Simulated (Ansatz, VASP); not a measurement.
## Yb: VASP beside Ansatz

```xyz
3
Lattice="5.4060 0.0000 0.0000 -2.7030 4.6817 0.0000 0.0000 0.0000 3.2027" Properties=species:S:1:pos:R:3 pbc="T T T"
Yb    2.7030    4.6817    0.0000
Yb    0.0000    3.1211    1.6014
Yb    2.7030    1.5606    1.6014
```

Alike in both runs: task single point; functional LDA; k mesh 8 × 8 × 11; occupations fermi-dirac, width 0.1 eV; no spin polarisation.

|  | VASP | Ansatz |
| --- | --- | --- |
| version | VASP 6.6.1 | Ansatz 0.2.0 |
| potentials or method | VASP PAW PBE potentials, release 64 (Yb), cutoff 520 eV | plane waves (420 eV) with PAW, scalar-relativistic |
| valence electrons in the cell | 72 | 72 |

```tsv
	VASP	Ansatz	Ansatz less VASP
pressure (GPa)	2.8	2.5	-0.29
```

VASP's potentials were made for PBE, not for LDA, and Ansatz warns of the same on its side. LDA's correlation is that of Perdew and Zunger in VASP and of Perdew and Wang (1992) in Ansatz.

Neither program's run includes spin-orbit coupling.
